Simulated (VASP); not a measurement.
# Mg (R-3m) in VASP: a series of runs

Runs on Mg. Level: PBEsol. Tasks: single point.

All numbers are computed with VASP 6.6.1; they aren't measurements. Logs are shortened: lines on timing, memory, paths and dates and some standing lists are left out, and cuts for length are marked.

### Step 1. The cell of the first run

It takes space group R-3m (No. 166, trigonal). The conventional cell has a = 4.328 Å, b = 4.328 Å, c = 10.602 Å, α = 90.00°, β = 90.00°, γ = 120.00°. Mg (site symmetry 3m) has 4 Mg at 2.17 to 2.85 Å within 2.9 Å.

### Step 2. Single point, PBEsol (shortest bond scaled by 0.82)

Input file INCAR:

```
SYSTEM = Mg
PREC = Accurate ; ENCUT = 520
EDIFF = 1E-6 ; ISMEAR = -1
SIGMA = 0.05 ; LREAL = .FALSE.
LASPH = .TRUE. ; NELM = 100
ALGO = Normal ; ISIF = 2
LWAVE = .FALSE. ; LCHARG = .TRUE.
GGA = PS ; LELF = .TRUE.
LVHAR = .TRUE. ; NBANDS = 9
```

Input file KPOINTS:

```
regular mesh
0
G
  9 9 9
  0 0 0
```

Input file POSCAR:

```
Mg
1.0
    0.0000000000      3.0606187252      3.0606187252
    3.0606187252      0.0000000000      3.0606187252
    3.0606187252      3.0606187252      0.0000000000
Mg
2
Direct
   -0.1925000000     -0.1025000000     -0.1025000000
    0.1925000000      0.1025000000      0.1025000000
```

Potentials or basis: VASP PAW PBE potentials, release 64 (Mg).

Command:

```console
> cat potpaw_PBE.64/Mg/POTCAR > POTCAR
> mpirun -np 1 vasp_std > vasp.out
```

OUTCAR:

```text
SYSTEM = Mg
   PREC = Accurate
   ENCUT = 520
   EDIFF = 1E-6
   ISMEAR = -1
   LREAL = .FALSE.
   LASPH = .TRUE.
   NELM = 100
   ISIF = 2
   GGA = PS

 ion  position               nearest neighbor table
   1  0.807  0.898  0.898-   2 2.17   2 2.85   2 2.85   2 2.85
   2  0.193  0.102  0.102-   1 2.17   1 2.85   1 2.85   1 2.85

  LATTYP: Found a face centered cubic cell.
 ALAT       =     6.1212374504

  Lattice vectors:

 A1 = (   0.0000000000,   3.0606187252,   3.0606187252)
 A2 = (   3.0606187252,   0.0000000000,   3.0606187252)
 A3 = (   3.0606187252,   3.0606187252,   0.0000000000)

Analysis of symmetry for initial positions (statically):
=====================================================================
 Subroutine PRICEL returns:
 Original cell was already a primitive cell.

 Routine SETGRP: Setting up the symmetry group for a
 face centered cubic supercell.

 Subroutine GETGRP returns: Found 12 space group operations
 (whereof  4 operations were pure point group operations)
 out of a pool of 48 trial point group operations.

The static configuration has the point symmetry C_2h.
 The point group associated with its full space group is D_3d.

Analysis of symmetry for dynamics (positions and initial velocities):
=====================================================================
 Subroutine PRICEL returns:
 Original cell was already a primitive cell.

 Routine SETGRP: Setting up the symmetry group for a
 face centered cubic supercell.

 Subroutine GETGRP returns: Found 12 space group operations
 (whereof  4 operations were pure point group operations)
 out of a pool of 48 trial point group operations.

The dynamic configuration has the point symmetry C_2h.
 The point group associated with its full space group is D_3d.

 Subroutine INISYM returns: Found 12 space group operations
 (whereof  4 operations are pure point group operations),
 and found     1 'primitive' translations

----------------------------------------------------------------------------------------

                                     Primitive cell

  volume of cell :      57.3400

  direct lattice vectors                    reciprocal lattice vectors
     0.000000000  3.060618725  3.060618725    -0.163365661  0.163365661  0.163365661
     3.060618725  0.000000000  3.060618725     0.163365661 -0.163365661  0.163365661
     3.060618725  3.060618725  0.000000000     0.163365661  0.163365661 -0.163365661

  length of vectors
     4.328368510  4.328368510  4.328368510     0.282957624  0.282957624  0.282957624

  position of ions in fractional coordinates (direct lattice)
     0.807500000  0.897500000  0.897500000
     0.192500000  0.102500000  0.102500000

  ion indices of the primitive-cell ions
   primitive index   ion index
                 1           1
                 2           2

----------------------------------------------------------------------------------------

 KPOINTS: regular mesh

Automatic generation of k-mesh.
 Grid dimensions read from file:
 generate k-points for:    9    9    9

 Generating k-lattice:

  Cartesian coordinates                     Fractional coordinates (reciprocal lattice)
    -0.018151740  0.018151740  0.018151740     0.111111111  0.000000000  0.000000000
     0.018151740 -0.018151740  0.018151740     0.000000000  0.111111111  0.000000000
     0.018151740  0.018151740 -0.018151740     0.000000000  0.000000000  0.111111111

  Length of vectors
     0.031439736  0.031439736  0.031439736

  Shift w.r.t. Gamma in fractional coordinates (k-lattice)
     0.000000000  0.000000000  0.000000000

 Subroutine IBZKPT returns following result:
 ===========================================

 Found     85 irreducible k-points:

 Following reciprocal coordinates:
            Coordinates               Weight
  0.000000  0.000000  0.000000      1.000000
  0.111111  0.000000  0.000000      2.000000
  0.000000  0.111111  0.000000      6.000000
  0.222222  0.000000  0.000000      2.000000
  0.000000  0.222222  0.000000      6.000000
  0.333333  0.000000  0.000000      2.000000
[... 16 lines left out ...]
 -0.333333  0.111111  0.000000      6.000000
  0.000000 -0.333333  0.111111     12.000000
 [... further k-points ...]
   k-points           NKPTS =     85   k-points in BZ     NKDIM =     85   number of bands    NBANDS=      9
   number of dos      NEDOS =    301   number of ions     NIONS =      2
   total plane-waves  NPLWV =  32768
   dimension x,y,z NGX =    32 NGY =   32 NGZ =   32
   dimension x,y,z NGXF=    64 NGYF=   64 NGZF=   64
   ions per type =               2
   NGX,Y,Z   is equivalent  to a cutoff of  12.29, 12.29, 12.29 a.u.
   NGXF,Y,Z  is equivalent  to a cutoff of  24.58, 24.58, 24.58 a.u.
 SYSTEM =  Mg
   PREC   = accura    normal or accurate (medium, high low for compatibility)
   ISTART =      0    job   : 0-new  1-cont  2-samecut
   ICHARG =      2    charge: 1-file 2-atom 10-const
   ISPIN  =      1    spin polarized calculation?
   LNONCOLLINEAR =      F non collinear calculations
   LSORBIT =      F    spin-orbit coupling
   LASPH  =      T    aspherical Exc in radial PAW
   ENCUT  =  520.0 eV  38.22 Ry    6.18 a.u.   8.05  8.05  8.05*2*pi/ulx,y,z
   NELM   =    100;   NELMIN=  2; NELMDL= -5     # of ELM steps
   EDIFF  = 0.1E-05   stopping-criterion for ELM
   LREAL  =      F    real-space projection
   EDIFFG = 0.1E-04   stopping-criterion for IOM
   NSW    =      0    number of steps for IOM
   IBRION =     -1    ionic relax: 0-MD 1-quasi-New 2-CG
   NFREE  =      0    steps in history (QN), initial steepest desc. (CG)
   ISIF   =      2    stress and relaxation
   ISYM   =      2    0-nonsym 1-usesym 2-fastsym
   POTIM  = 0.5000    time-step for ionic-motion
   TEBEG  =    0.0;   TEEND  =   0.0 temperature during run
   PSTRESS=    0.0 pullay stress
   NELECT =       4.0000    total number of electrons
   NUPDOWN=      -1.0000    fix difference up-down
   EMIN   =  10.00;   EMAX   =-10.00  energy-range for DOS
   EFERMI =   0.00;   METHOD = LEGACY
   ISMEAR =    -1;   SIGMA  =   0.05  broadening in eV -4-tet -1-fermi 0-gaus
   EFERMI_NEDOS =   21; number of points for ismear=-14 and -15
   IALGO  =     38    algorithm
   IMIX   =      4    mixing-type and parameters
     AMIX     =   0.40;   BMIX     =  1.00
     AMIX_MAG =   1.60;   BMIX_MAG =  1.00
  volume/ion in A,a.u.               =      28.67       193.47
  Fermi-wavevector in a.u.,A,eV,Ry     =   0.673921  1.273526  6.179350  0.454169
  Thomas-Fermi vector in A             =   1.750485
   LORBIT       =      0    0 simple, 1 ext, 2 COOP (PROOUT), +10 PAW based schemes
   GGA     = PS    functional components
   LHFCALC =     F    Hartree Fock is set to
   AEXX    =    0.0000 exact exchange contribution
   IVDW    =     0    specifies the selected vdW correction
   LEPSILON=     F    determine dielectric tensor
   LRPA    =     F    only Hartree local field effects (RPA)
 non-spin polarized calculation
  energy-cutoff  :      520.00
  volume of cell :       57.34
 maximum number of plane-waves:      1560
   NGX = 17   NGY = 17   NGZ = 17

 number of electron       4.0000000 magnetization

 Free energy of the ion-electron system (eV)
  ---------------------------------------------------
  ext. energy  EPLUGINS =         0.00000000
  ---------------------------------------------------
  free energy    TOTEN  =        -0.72968747 eV

  energy without entropy =       -0.72285665  energy(sigma->0) =       -0.72627206

 E-fermi :   1.3230     XC(G=0):  -7.7304

 val. band max:        1.3123003660   @ k =   0.2222  -0.3333   0.4444
 cond. band min:       1.3299160157   @ k =   0.4444   0.3333   0.1111
 fundamental gap:      0.0176156497
 Fermi energy:         1.3230187457

 k-point     1 :       0.0000    0.0000    0.0000
  band No.  band energies     occupation
      1      -4.6915      2.00000
      2       4.9742      0.00000
      3       5.8890      0.00000
      4       5.8890      0.00000
      5       6.0709      0.00000
      6       6.0709      0.00000
      7       6.8552      0.00000
      8       9.4934      0.00000
      9       9.6151      0.00000

 k-point     2 :       0.1111    0.0000    0.0000
  band No.  band energies     occupation
      1      -4.5444      2.00000
      2       3.9163      0.00000
      3       5.2854      0.00000
      4       5.2854      0.00000
      5       6.8948      0.00000
      6       6.8948      0.00000
      7       6.9515      0.00000
      8       8.8214      0.00000
      9       8.8214      0.00000

 k-point     3 :       0.0000    0.1111    0.0000
  band No.  band energies     occupation
      1      -4.5478      2.00000
      2       4.1458      0.00000
      3       4.9047      0.00000
      4       5.3930      0.00000
      5       6.6019      0.00000
      6       6.6359      0.00000
      7       7.3127      0.00000
      8       9.0074      0.00000
      9       9.0759      0.00000

 k-point     4 :       0.2222    0.0000    0.0000
  band No.  band energies     occupation
      1      -4.1050      2.00000
      2       2.1566      0.00000
      3       4.8258      0.00000
      4       4.8258      0.00000
      5       6.7922      0.00000
      6       7.5189      0.00000
      7       7.5189      0.00000
      8       8.3240      0.00000
      9       8.3240      0.00000
[... 205 lines left out ...]
 k-point    22 :       0.1111    0.0000   -0.4444
  band No.  band energies     occupation
      1      -2.2269      2.00000
      2      -0.9406      2.00000
      3       3.1935      0.00000
      4       4.3033      0.00000
      5       6.0117      0.00000
      6       6.3899      0.00000
      7       7.3006      0.00000
      8       9.4694      0.00000
      9      11.4770      0.00000

 k-point    23 :      -0.3333    0.1111    0.0000
  band No.  band energies     occupation
      1      -2.9533      2.00000
      2       0.0309      2.00000
      3       3.2383      0.00000
      4       4.5598      0.00000
      5       6.4225      0.00000
      6       6.8892      0.00000
      7       7.4811      0.00000
      8       9.2519      0.00000
      9       9.8262      0.00000

 k-point    24 :       0.0000   -0.3333    0.1111
  band No.  band energies     occupation
      1      -3.0239      2.00000
      2       0.2021      2.00000
      3       3.2499      0.00000
      4       4.4735      0.00000
      5       5.9107      0.00000
      6       6.8574      0.00000
      7       7.4367      0.00000
      8       9.4488      0.00000
      9       9.7734      0.00000

 [... further k-points ...]

------------------------ aborting loop because EDIFF is reached ----------------------------------------

  FORCE on cell =-STRESS in cart. coord.  units (eV):
  Direction    XX          YY          ZZ          XY          YZ          ZX
  --------------------------------------------------------------------------------------
  -------------------------------------------------------------------------------------
  Total        3.2700470      3.2700470      3.2700470     -3.2168330      3.2168330     -3.2168330
  in kB       91.3706872     91.3706872     91.3706872    -89.8837956     89.8837956    -89.8837956
  external PRESSURE =      91.3706872 kB  Pullay stress =       0.0000000 kB

 VOLUME and BASIS-vectors are now :
 -----------------------------------------------------------------------------
  energy-cutoff  :      520.00
  volume of cell :       57.34
      direct lattice vectors                 reciprocal lattice vectors
     0.000000000  3.060618725  3.060618725    -0.163365661  0.163365661  0.163365661
     3.060618725  0.000000000  3.060618725     0.163365661 -0.163365661  0.163365661
     3.060618725  3.060618725  0.000000000     0.163365661  0.163365661 -0.163365661

 POSITION                                       TOTAL-FORCE (eV/Angst)
 -----------------------------------------------------------------------------------
      5.49381      5.21835      5.21835        -2.195392      2.195392      2.195392
      0.62743      0.90288      0.90288         2.195392     -2.195392     -2.195392
 -----------------------------------------------------------------------------------
    total drift:                                0.000000     -0.000000     -0.000000

  FREE ENERGIE OF THE ION-ELECTRON SYSTEM (eV)
  ---------------------------------------------------
  free  energy   TOTEN  =        -0.7296874728 eV

  energy  without entropy=       -0.7228566538  energy(sigma->0) =       -0.72627206
```

Wall time 17 s (1 thread of Intel Xeon Platinum 8375C at 2.90GHz (Ice Lake), shared host); peak memory 0.19 GiB.

What came out:

```yaml
Free_energy: -0.7297 eV
Pressure: 9.1 GPa
Largest_force: 3.803 eV/Å
Band_gap_on_the_k_mesh: zero (bands 2 and 3 overlap by 4.55 eV)
```

Forces on the atoms (eV/Å):
```
Mg  -2.195  2.195  2.195
Mg   2.195 -2.195 -2.195
```

Caveat: the cell differs from its parent crystal (shortest bond scaled by 0.82); the cell stands under pressure; the PAW data sets were made with another functional, which shifts forces and pressure a little.

### Step 3. Single point, PBEsol (shortest bond scaled by 0.82)

Input file INCAR:

```
  PREC = Accurate
  ENCUT = 520
  EDIFF = 1E-7
  ISMEAR = -1
  SIGMA = 0.05
  LREAL = False
  LASPH = True
  NELM = 100
  ALGO = Normal
  ISIF = 2
  LWAVE = False
  LCHARG = False
  GGA = PS
  NBANDS = 9
```

Input file KPOINTS:

```
Automatic mesh
0
Gamma
  9 9 9
```

POSCAR is that of step 2.

Potentials or basis: VASP PAW PBE potentials, release 64 (Mg).

Command:

```console
> cat potpaw_PBE.64/Mg/POTCAR > POTCAR
> mpirun -np 1 vasp_std > vasp.out
```

Wall time 19 s (1 thread of Intel Xeon Platinum 8375C at 2.90GHz (Ice Lake), shared host); peak memory 0.19 GiB.

The run converged. Its results:

| Item | Value |
| --- | --- |
| Free energy | -0.7297 eV |
| Pressure | 9.1 GPa |
| Largest force | 3.803 eV/Å |
| Band gap on the k mesh | zero (bands 2 and 3 overlap by 4.55 eV) |

Forces on the atoms (eV/Å):
```
Mg  -2.195  2.195  2.195
Mg   2.195 -2.195 -2.195
```

Stress tensor (GPa, compression positive):
```
 9.14 -8.99 -8.99
-8.99  9.14  8.99
-8.99  8.99  9.14
```

Levels at points of the mesh, in eV from the Fermi level:
```csv
k point,band 1,band 2,band 3,band 4,band 5,band 6
"(0.00, 0.00, 0.00)",-6.01,3.65,4.57,4.57,4.75,4.75
```

Caveat: the cell differs from its parent crystal (shortest bond scaled by 0.82); the cell stands under pressure; the PAW data sets were made with another functional, which shifts forces and pressure a little.
